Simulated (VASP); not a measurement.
Here is a VASP 6.6.1 calculation.

The input INCAR:

```
SYSTEM = MoS2
ALGO     = Normal         ! electronic algorithm
EDIFF    = 1E-6           ! SCF threshold, eV
ENCUT    = 500            ! plane-wave cutoff, eV
GGA      = PS             ! functional
GGA_COMPAT= .False.      
ISIF     = 2              ! what is computed and relaxed
ISMEAR   = -1             ! smearing method
LASPH    = .True.         ! aspherical terms in the spheres
LCHARG   = .True.         ! write CHGCAR
LELF     = .True.         ! ELF
LREAL    = .False.        ! projectors in reciprocal space
LVHAR    = .True.       
LWAVE    = .False.        ! write WAVECAR
NBANDS   = 35             ! bands
NELM     = 120            ! most SCF steps
PREC     = Accurate       ! precision mode
SIGMA    = 0.03           ! smearing width, eV
```

KPOINTS

```
k-points
0
Gamma
  6 6 6
  0 0 0
```

POSCAR

```
MoS2
1.0
   -2.3605913333      2.3605913333      4.3870932658
    2.3605913333     -2.3605913333      4.3870932658
    2.3605913333      2.3605913333     -4.3870932658
Mo S
2 4
Direct
    0.7500000000      0.2500000000      0.5000000000
    0.0000000000      0.0000000000      0.0000000000
    0.4728607866     -0.0271392134      0.5000000000
    0.7228607866      0.7228607866      0.0000000000
    0.2771392134      0.2771392134      0.0000000000
    1.0271392134      0.5271392134      0.5000000000
```

Potentials or basis: VASP PAW PBE potentials, release 64 (Mo_sv, S).

Run with:

```sh
$ cat potpaw_PBE.64/Mo_sv/POTCAR potpaw_PBE.64/S/POTCAR > POTCAR
$ mpirun -np 1 vasp_std > vasp.out
```

Task: What does it give for the pressure?

Result: 0.1 GPa.

Task: What does it give for the band gap on the k mesh?

Result: Zero (band 26 reaches 9.34 eV, above the bottom of band 27 at 7.40 eV).

Forces on the atoms (eV/Å):
```
Mo   0.000  0.000  0.000
Mo   0.000  0.000  0.000
S    0.000  0.000 -0.006
S    0.000  0.000 -0.006
S    0.000  0.000  0.006
S    0.000  0.000  0.006
```

Caveat: the PAW data sets were made with another functional, which shifts forces and pressure a little.
